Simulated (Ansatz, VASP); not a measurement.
## SiC: VASP beside Ansatz

```
Si C
1.0
     3.03169    0.00000    0.00000
    -1.51584    2.62552    0.00000
     0.00000    0.00000    5.06122
Si C
2 2
Direct
  0.33333 0.66667 0.50049
  0.66667 0.33333 0.00049
  0.33333 0.66667 0.87451
  0.66667 0.33333 0.37451
```

Change from the starting cell: epitaxial_xy strain -1.4%.

Alike in both runs: task single point; functional r2SCAN; k mesh 12 × 12 × 6; no spin polarisation.

```csv
,VASP,Ansatz
version,VASP 6.6.1,Ansatz 0.2.0
potentials or method,"VASP PAW PBE potentials, release 64 (Si, C)","plane waves, PAW"
plane-wave cutoff (eV),520,500
occupations,"gaussian, width 0.01 eV",fixed
valence electrons in the cell,16,16
```

```csv
,VASP,Ansatz,Ansatz less VASP
gap on the k mesh at the Fermi level (eV),2.48,2.48,-0.006
pressure (GPa),6.1,6.3,+0.21
"traceless stress, the component that is largest in VASP (GPa)",-6.39,-6.36,+0.028
```

VASP's potentials were made for PBE, not for r2SCAN.
